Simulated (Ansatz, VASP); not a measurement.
**Two plane-wave programs on CoO**

```
CELL_PARAMETERS angstrom
0.00000 2.18125 2.18125
2.18125 0.00000 2.18125
2.18125 2.18125 0.00000
ATOMIC_POSITIONS crystal
Co 0.00000 0.00000 0.00000
O 0.25000 0.25000 0.25000
```

Alike in both runs: functional PBE; k mesh 16 × 16 × 16; occupations gaussian, width 0.1 eV; no spin polarisation.

Ansatz relaxed the structure, and its values are those at the end. VASP's run is a single point on that final structure, the one shown.

```csv
,VASP,Ansatz
version,VASP 6.6.1,Ansatz 0.2.0
potentials or method,"VASP PAW PBE potentials, release 64 (Co, O), cutoff 520 eV","scalar-relativistic, plane waves, PAW"
valence electrons in the cell,15,23
```

VASP gave:

```
gap on the k mesh at the Fermi level (eV) : none
pressure (GPa)                            : 0.2
```

Question: What did Ansatz give for the same quantities?

Answer: gap on the k mesh at the Fermi level (eV): none; pressure (GPa): 0.0.

A gap of «none» marks a metal or a gap that the smearing closes. With one functional, cell and mesh, what is left measures potentials, basis and numerics. VASP's potentials hold 15 valence electrons a cell and Ansatz's 23, so a difference there can come from the potentials and not from the codes.
